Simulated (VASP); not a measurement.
A run of VASP 6.6.1:

INCAR

```
PREC = Accurate ; ENCUT = 520
EDIFF = 1E-6 ; ISMEAR = 0
SIGMA = 0.1 ; LREAL = False
LASPH = True ; NELM = 100
ALGO = Normal ; ISIF = 2
LWAVE = False ; LCHARG = True
GGA = PS ; LELF = True
LVHAR = True ; NBANDS = 12
```

File KPOINTS:

```
regular mesh
0
Gamma
  24 24 24
```

File POSCAR:

```
Zn
1.0
    0.0000000000      1.9193687259      1.9193687259
    1.9193687259      0.0000000000      1.9193687259
    1.9193687259      1.9193687259      0.0000000000
Zn
1
Direct
    0.0000000000      0.0000000000      0.0000000000
```

Potentials or basis: VASP PAW PBE potentials, release 64 (Zn).

Command:

```bash
$ cat potpaw_PBE.64/Zn/POTCAR > POTCAR
$ mpirun -np 1 vasp_std > vasp.out
```

Hardware: 1 thread of Intel(R) Xeon(R) Platinum 8259CL CPU @ 2.50GHz (Skylake/Cascade Lake) (shared host).

Task: Estimate the wall time of this run.

Result: Run time: 40 s on 1 thread of Intel(R) Xeon(R) Platinum 8259CL CPU @ 2.50GHz (Skylake/Cascade Lake) (shared host), peak memory 0.18 GiB. Counts: scf iterations 11, k points 413.
